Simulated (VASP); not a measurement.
# TaO (P6/mmm) in VASP: a series of runs

The runs below take TaO through single point, with PBE-based global hybrid with 50 % exact exchange, PBE.

Everything below comes from runs of VASP 6.6.1. Logs are shortened: lines on timing, memory, paths and dates and some standing lists are left out, and cuts for length are marked.

**1. The cell of the first run**

Symmetry: P6/mmm, No. 191, hexagonal system. Conventional cell: a = 3.066 Å, b = 3.066 Å, c = 3.855 Å, α = 90.00°, β = 90.00°, γ = 120.00°. Ta (site symmetry 6/mmm) has 2 O at 1.93 Å within 2.6 Å. Within 2.6 Å of O (site symmetry 6/mmm) lie 2 Ta at 1.93 Å.

**2. Single point, PBE-based global hybrid with 50 % exact exchange**

Input file POSCAR:

```
TaO
1.0
    3.0661100000      0.0000000000      0.0000000000
   -1.5330600000      2.6553300000      0.0000000000
    0.0000000000      0.0000000000      3.8550200000
Ta O
1 1
Direct
    0.0000000000      0.0000000000      0.5000000000
    0.0000000000      0.0000000000      0.0000000000
```

Input file INCAR.step1:

```
SYSTEM = TaO
  PREC = Accurate
  ENCUT = 520
  EDIFF = 1E-5
  ISMEAR = -1
  SIGMA = 0.05
  LREAL = .FALSE.
  LASPH = .TRUE.
  NELM = 100
  ALGO = Normal
  ISIF = 2
  LWAVE = .TRUE.
  GGA = PE
  NBANDS = 16
```

Input file INCAR.step2:

```
SYSTEM = TaO
  PREC = Accurate
  ENCUT = 520
  EDIFF = 1E-7
  ISMEAR = -1
  SIGMA = 0.05
  LREAL = .FALSE.
  LASPH = .TRUE.
  NELM = 100
  ALGO = Normal
  ISIF = 2
  LWAVE = .FALSE.
  LCHARG = .TRUE.
  GGA = PE
  LHFCALC = .TRUE.
  AEXX = 0.5
  PRECFOCK = Normal
  LELF = .TRUE.
  LVHAR = .TRUE.
  ISTART = 1
  NBANDS = 16
```

Input file KPOINTS:

```
Automatic mesh
0
G
  6 6 4
  0 0 0
```

Potentials or basis: VASP PAW PBE potentials, release 64 (Ta_pv, O).

Run with:

```console
cat potpaw_PBE.64/Ta_pv/POTCAR potpaw_PBE.64/O/POTCAR > POTCAR
cp INCAR.step1 INCAR
mpirun -np 1 vasp_std > vasp.out
cp INCAR.step2 INCAR
mpirun -np 1 vasp_std > vasp.out
```

OUTCAR:

```text
SYSTEM = TaO
   PREC = Accurate
   ENCUT = 520
   EDIFF = 1E-7
   ISMEAR = -1
   LREAL = .FALSE.
   LASPH = .TRUE.
   NELM = 100
   ISIF = 2
   GGA = PE
   LHFCALC = .TRUE.
   AEXX = 0.5
   PRECFOCK = Normal
   ISTART = 1

 ion  position               nearest neighbor table
   1  0.000  0.000  0.500-   2 1.93   2 1.93
   2  0.000  0.000  0.000-   1 1.93   1 1.93

  LATTYP: Found a hexagonal cell.
 ALAT       =     3.0661100000
 C/A-ratio  =     1.2572999664

  Lattice vectors:

 A1 = (   3.0661100000,   0.0000000000,   0.0000000000)
 A2 = (  -1.5330600000,   2.6553300000,   0.0000000000)
 A3 = (   0.0000000000,   0.0000000000,   3.8550200000)

Analysis of symmetry for initial positions (statically):
=====================================================================
 Subroutine PRICEL returns:
 Original cell was already a primitive cell.

 Routine SETGRP: Setting up the symmetry group for a
 hexagonal supercell.

 Subroutine GETGRP returns: Found 24 space group operations
 (whereof 24 operations were pure point group operations)
 out of a pool of 24 trial point group operations.

The static configuration has the point symmetry D_6h.

Analysis of symmetry for dynamics (positions and initial velocities):
=====================================================================
 Subroutine PRICEL returns:
 Original cell was already a primitive cell.

 Routine SETGRP: Setting up the symmetry group for a
 hexagonal supercell.

 Subroutine GETGRP returns: Found 24 space group operations
 (whereof 24 operations were pure point group operations)
 out of a pool of 24 trial point group operations.

The dynamic configuration has the point symmetry D_6h.

 Subroutine INISYM returns: Found 24 space group operations
 (whereof 24 operations are pure point group operations),
 and found     1 'primitive' translations

----------------------------------------------------------------------------------------

                                     Primitive cell

  volume of cell :      31.3858

  direct lattice vectors                    reciprocal lattice vectors
     3.066110000  0.000000000  0.000000000     0.326146159  0.188301127  0.000000000
    -1.533060000  2.655330000  0.000000000     0.000000000  0.376601025  0.000000000
     0.000000000  0.000000000  3.855020000     0.000000000  0.000000000  0.259402026

  length of vectors
     3.066110000  3.066113235  3.855020000     0.376601423  0.376601025  0.259402026

  position of ions in fractional coordinates (direct lattice)
     0.000000000  0.000000000  0.500000000
     0.000000000  0.000000000  0.000000000

  ion indices of the primitive-cell ions
   primitive index   ion index
                 1           1
                 2           2

----------------------------------------------------------------------------------------

 KPOINTS: Automatic mesh

Automatic generation of k-mesh.
 Grid dimensions read from file:
 generate k-points for:    6    6    4

 Generating k-lattice:

  Cartesian coordinates                     Fractional coordinates (reciprocal lattice)
     0.054357693  0.031383521  0.000000000     0.166666667 -0.000000000  0.000000000
     0.000000000  0.062766838  0.000000000     0.000000000  0.166666667  0.000000000
     0.000000000  0.000000000  0.064850507     0.000000000  0.000000000  0.250000000

  Length of vectors
     0.062766904  0.062766838  0.064850507

  Shift w.r.t. Gamma in fractional coordinates (k-lattice)
     0.000000000  0.000000000  0.000000000

 Subroutine IBZKPT returns following result:
 ===========================================

 Found     21 irreducible k-points:

 Following reciprocal coordinates:
            Coordinates               Weight
  0.000000  0.000000  0.000000      1.000000
  0.166667  0.000000  0.000000      6.000000
  0.333333 -0.000000  0.000000      6.000000
  0.500000  0.000000  0.000000      3.000000
  0.166667  0.166667  0.000000      6.000000
  0.333333  0.166667  0.000000     12.000000
[... 13 lines left out ...]
  0.333333  0.166667  0.500000     12.000000
  0.333333  0.333333  0.500000      2.000000
   k-points           NKPTS =     21   k-points in BZ     NKDIM =    144   number of bands    NBANDS=     16
   number of dos      NEDOS =    301   number of ions     NIONS =      2
   total plane-waves  NPLWV =  17280
   dimension x,y,z NGX =    24 NGY =   24 NGZ =   30
   dimension x,y,z NGXF=    48 NGYF=   48 NGZF=   60
   ions per type =               1   1
   NGX,Y,Z   is equivalent  to a cutoff of  13.01, 13.01, 12.94 a.u.
   NGXF,Y,Z  is equivalent  to a cutoff of  26.03, 26.03, 25.87 a.u.
 SYSTEM =  TaO
   PREC   = accura    normal or accurate (medium, high low for compatibility)
   ISTART =      1    job   : 0-new  1-cont  2-samecut
   ICHARG =      0    charge: 1-file 2-atom 10-const
   ISPIN  =      1    spin polarized calculation?
   LNONCOLLINEAR =      F non collinear calculations
   LSORBIT =      F    spin-orbit coupling
   LASPH  =      T    aspherical Exc in radial PAW
   ENCUT  =  520.0 eV  38.22 Ry    6.18 a.u.   5.70  5.70  7.17*2*pi/ulx,y,z
   NELM   =    100;   NELMIN=  2; NELMDL=  0     # of ELM steps
   EDIFF  = 0.1E-06   stopping-criterion for ELM
   LREAL  =      F    real-space projection
   EDIFFG = 0.1E-05   stopping-criterion for IOM
   NSW    =      0    number of steps for IOM
   IBRION =     -1    ionic relax: 0-MD 1-quasi-New 2-CG
   NFREE  =      0    steps in history (QN), initial steepest desc. (CG)
   ISIF   =      2    stress and relaxation
   ISYM   =      3    0-nonsym 1-usesym 2-fastsym
   POTIM  = 0.5000    time-step for ionic-motion
   TEBEG  =    0.0;   TEEND  =   0.0 temperature during run
   PSTRESS=    0.0 pullay stress
   NELECT =      17.0000    total number of electrons
   NUPDOWN=      -1.0000    fix difference up-down
   EMIN   =  10.00;   EMAX   =-10.00  energy-range for DOS
   EFERMI =   0.00;   METHOD = LEGACY
   ISMEAR =    -1;   SIGMA  =   0.05  broadening in eV -4-tet -1-fermi 0-gaus
   EFERMI_NEDOS =   21; number of points for ismear=-14 and -15
   IALGO  =     38    algorithm
   IMIX   =      1    mixing-type and parameters
     AMIX     =   0.40;   BMIX     =  1.00
     AMIX_MAG =   1.60;   BMIX_MAG =  1.00
  volume/ion in A,a.u.               =      15.69       105.90
  Fermi-wavevector in a.u.,A,eV,Ry     =   1.334484  2.521810 24.229918  1.780849
  Thomas-Fermi vector in A             =   2.463262
   LORBIT       =      0    0 simple, 1 ext, 2 COOP (PROOUT), +10 PAW based schemes
   GGA     = PE    functional components
   LHFCALC =     T    Hartree Fock is set to
   PRECFOCK=normal    Normal, Fast or Accurate (Low or Medium for compatibility)
   ENCUT4O =  -1.0   cutoff for four orbital integrals eV
   NKREDX  =     1    reduce k-point grid by
   NKREDY  =     1    reduce k-point grid by
   NKREDZ  =     1    reduce k-point grid by
   AEXX    =    0.5000 exact exchange contribution
   HFSCREEN=    0.0000 screening length (either q_TF or 0.3 A-1)
   HFSCREENC=   0.0000 screening length for correlation (either q_TF or 0.3 A-1)
   ENCUTFOCK=  -1.0 apply spherical cutoff to Coloumb kernel
   IVDW    =     0    specifies the selected vdW correction
   LEPSILON=     F    determine dielectric tensor
   LRPA    =     F    only Hartree local field effects (RPA)
 non-spin polarized calculation
  energy-cutoff  :      520.00
  volume of cell :       31.39
 maximum number of plane-waves:       856
 NGX is ok and might be reduce to    24
  NGX = 18; NGY = 18; NGZ = 24

 number of electron      17.0000008 magnetization

 Free energy of the ion-electron system (eV)
  ---------------------------------------------------
  ext. energy  EPLUGINS =         0.00000000
  ---------------------------------------------------
  free energy    TOTEN  =       -30.12951146 eV

  energy without entropy =      -30.12734406  energy(sigma->0) =      -30.12842776

 E-fermi :   4.0139     XC(G=0):  -6.3465

 val. band max:        3.4215751908   @ k =   0.3333   0.1667   0.0000
 cond. band min:       4.0996702762   @ k =   0.3333  -0.0000   0.5000
 fundamental gap:      0.6780950855
 Fermi energy:         4.0139161427

 k-point     1 :       0.0000    0.0000    0.0000
  band No.  band energies     occupation
      1     -37.5688      2.00000
      2     -36.8097      2.00000
      3     -36.8097      2.00000
      4     -21.9130      2.00000
      5      -4.3329      2.00000
      6      -3.0839      2.00000
[... 8 lines left out ...]
     15      17.2468      0.00000
     16      17.9722      0.00000

 k-point     2 :       0.1667    0.0000    0.0000
  band No.  band energies     occupation
      1     -37.5456      2.00000
      2     -37.0135      2.00000
      3     -36.8513      2.00000
      4     -21.7928      2.00000
      5      -3.7500      2.00000
      6      -2.9843      2.00000
[... 8 lines left out ...]
     15      17.9378      0.00000
     16      19.7416      0.00000

 k-point     3 :       0.3333   -0.0000    0.0000
  band No.  band energies     occupation
      1     -37.4968      2.00000
      2     -37.4125      2.00000
      3     -36.9372      2.00000
      4     -21.5464      2.00000
      5      -3.9771      2.00000
      6      -2.7418      2.00000
[... 8 lines left out ...]
     15      18.3565      0.00000
     16      19.9538      0.00000

 k-point     4 :       0.5000    0.0000    0.0000
  band No.  band energies     occupation
      1     -37.6004      2.00000
      2     -37.4682      2.00000
      3     -36.9794      2.00000
      4     -21.4194      2.00000
      5      -4.3263      2.00000
      6      -2.5843      2.00000
[... 8 lines left out ...]
     15      18.7317      0.00000
     16      20.2306      0.00000
[... 267 lines left out ...]
 k-point    19 :       0.1667    0.1667    0.5000
  band No.  band energies     occupation
      1     -37.7373      2.00000
      2     -37.2582      2.00000
      3     -36.9459      2.00000
      4     -19.7307      2.00000
      5      -7.6398      2.00000
      6      -4.6607      2.00000
[... 8 lines left out ...]
     15      18.1682      0.00000
     16      21.5015      0.00000

 k-point    20 :       0.3333    0.1667    0.5000
  band No.  band energies     occupation
      1     -37.6944      2.00000
      2     -37.4872      2.00000
      3     -37.0763      2.00000
      4     -19.5572      2.00000
      5      -7.4715      2.00000
      6      -5.4866      2.00000
[... 8 lines left out ...]
     15      18.9177      0.00000
     16      19.1409      0.00000

 k-point    21 :       0.3333    0.3333    0.5000
  band No.  band energies     occupation
      1     -37.6801      2.00000
      2     -37.3458      2.00000
      3     -37.3458      2.00000
      4     -19.4984      2.00000
      5      -7.4164      2.00000
      6      -4.9121      2.00000
[... 8 lines left out ...]
     15      18.5488      0.00000
     16      18.5489      0.00000

------------------------ aborting loop because EDIFF is reached ----------------------------------------

  FORCE on cell =-STRESS in cart. coord.  units (eV):
  Direction    XX          YY          ZZ          XY          YZ          ZX
  --------------------------------------------------------------------------------------
  -------------------------------------------------------------------------------------
  Total       -1.5762306     -1.5762316     -4.1552787      0.0000030      0.0000000     -0.0000000
  in kB      -80.4632300    -80.4632815   -212.1181674      0.0001515      0.0000000     -0.0000000
  external PRESSURE =    -124.3482263 kB  Pullay stress =       0.0000000 kB

 VOLUME and BASIS-vectors are now :
 -----------------------------------------------------------------------------
  energy-cutoff  :      520.00
  volume of cell :       31.39
      direct lattice vectors                 reciprocal lattice vectors
     3.066110000  0.000000000  0.000000000     0.326146159  0.188301127  0.000000000
    -1.533060000  2.655330000  0.000000000     0.000000000  0.376601025  0.000000000
     0.000000000  0.000000000  3.855020000     0.000000000  0.000000000  0.259402026

 POSITION                                       TOTAL-FORCE (eV/Angst)
 -----------------------------------------------------------------------------------
      0.00000      0.00000      1.92751        -0.000000      0.000000      0.000000
      0.00000      0.00000      0.00000         0.000000      0.000000      0.000000
 -----------------------------------------------------------------------------------
    total drift:                                0.000000     -0.000000      0.000000

  FREE ENERGIE OF THE ION-ELECTRON SYSTEM (eV)
  ---------------------------------------------------
  free  energy   TOTEN  =       -30.1295114591 eV

  energy  without entropy=      -30.1273440614  energy(sigma->0) =      -30.12842776
```

Run time: 22 min. Hardware: 1 thread of Intel Xeon 6975P-C (Granite Rapids), shared host; peak memory 0.17 GiB.

Results:

```
Free energy            : -30.1295 eV
Pressure               : -12.4 GPa
Band gap on the k mesh : zero (an odd number of electrons rules out a gap without spin polarisation)
```

Caveat: the k points lie up to 0.41 Å⁻¹ apart, too coarse for converged energies and pressures of a metal; the PAW data sets were made with another functional, which shifts forces and pressure a little; spin-orbit coupling is left out, which moves the levels of the heavy elements; an odd number of electrons without spin polarisation forces a metal; a magnetic or distorted state may lie lower.

**3. Single point, PBE**

This run uses another cell than the first one, of 15.02 Å³/atom.

Input file INCAR:

```
PREC = Accurate
ENCUT = 700
EDIFF = 1E-6
ISMEAR = -1
SIGMA = 0.05
LREAL = False
LASPH = True
NELM = 120
ALGO = Normal
ISIF = 2
LWAVE = False
LCHARG = False
GGA = PE
NBANDS = 16
GGA_COMPAT = False
```

Input file KPOINTS:

```
Automatic mesh
0
Gamma
  10 10 7
```

Input file POSCAR:

```
TaO
1.0
    3.0049763056      0.0000028292      0.0000000000
   -1.5024906029      2.6023844038      0.0000000000
    0.0000000000      0.0000000000      3.8411709824
Ta O
1 1
Direct
    0.0000000000      0.0000000000      0.5000000000
    0.0000000000      0.0000000000      0.0000000000
```

Potentials or basis: VASP PAW PBE potentials, release 64 (Ta_sv_GW, O).

Run with:

```console
cat potpaw_PBE.64/Ta_sv_GW/POTCAR potpaw_PBE.64/O/POTCAR > POTCAR
mpirun -np 1 vasp_std > vasp.out
```

Wall time 22 s (1 thread of Intel Xeon Platinum 8488C (Sapphire Rapids), shared host); peak memory 0.21 GiB.

It converged, with:

```yaml
Free_energy: -22.0086 eV
Pressure: 4.8 GPa
Band_gap_on_the_k_mesh: zero (an odd number of electrons rules out a gap without spin polarisation)
```

Stress tensor (GPa, compression positive):
```
4.58 0.00 0.00
0.00 4.58 0.00
0.00 0.00 5.38
```

Levels at points of the mesh, in eV from the Fermi level:
```csv
k point,band 6,band 7,band 8,band 9,band 10,band 11,band 12,band 13
"(0.00, 0.00, 0.00)",-5.43,-3.39,-2.20,-2.20,0.64,0.64,3.43,3.43
"(0.50, 0.00, 0.00)",-4.89,-3.18,-2.93,-2.68,-0.73,2.55,4.07,5.49
```

Caveat: the cell stands under pressure; spin-orbit coupling is left out, which moves the levels of the heavy elements; an odd number of electrons without spin polarisation forces a metal; a magnetic or distorted state may lie lower.

**4. Single point, PBE**

This run uses another cell than the first one, of 13.61 Å³/atom.

Input file INCAR:

```
PREC = Accurate ; ENCUT = 700
EDIFF = 1E-6 ; ISMEAR = -1
SIGMA = 0.05 ; LREAL = F
LASPH = T ; NELM = 120
ALGO = Normal ; ISIF = 2
LWAVE = F ; LCHARG = F
GGA = PE ; NBANDS = 16
GGA_COMPAT = F
```

Input file KPOINTS:

```
regular mesh
0
Gamma
  10 10 7
```

Input file POSCAR:

```
TaO
1.0
    2.8748696914      0.0000027067      0.0000000000
   -1.4374371898      2.4897088320      0.0000000000
    0.0000000000      0.0000000000      3.8043254208
Ta O
1 1
Direct
    0.0000000000      0.0000000000      0.5000000000
    0.0000000000      0.0000000000      0.0000000000
```

Run with:

```console
cat potpaw_PBE.64/Ta_sv_GW/POTCAR potpaw_PBE.64/O/POTCAR > POTCAR
mpirun -np 1 vasp_std > vasp.out
```

Wall time 36 s (1 thread of AMD EPYC 7R13 (Zen 3), shared host); peak memory 0.18 GiB.

Results (log left out):

```yaml
Free_energy: -21.8020 eV
Pressure: 20.0 GPa
Band_gap_on_the_k_mesh: zero (an odd number of electrons rules out a gap without spin polarisation)
```

Stress tensor (GPa, compression positive):
```
19.59  0.00  0.00
 0.00 19.59  0.00
 0.00  0.00 20.70
```

Levels at points of the mesh, in eV from the Fermi level:
| k point | band 7 | band 8 | band 9 | band 10 | band 11 | band 12 |
| --- | --- | --- | --- | --- | --- | --- |
| (0.00, 0.00, 0.00) | -3.22 | -1.83 | -1.83 | 0.71 | 0.71 | 4.12 |
| (0.50, 0.00, 0.00) | -3.63 | -2.63 | -2.41 | -1.05 | 3.01 | 4.86 |

Caveat: the cell stands under pressure; spin-orbit coupling is left out, which moves the levels of the heavy elements; an odd number of electrons without spin polarisation forces a metal; a magnetic or distorted state may lie lower.

(Continued in part 2 of 2.)

The gap in the log of VASP goes by the Fermi energy; the results here count the filled bands.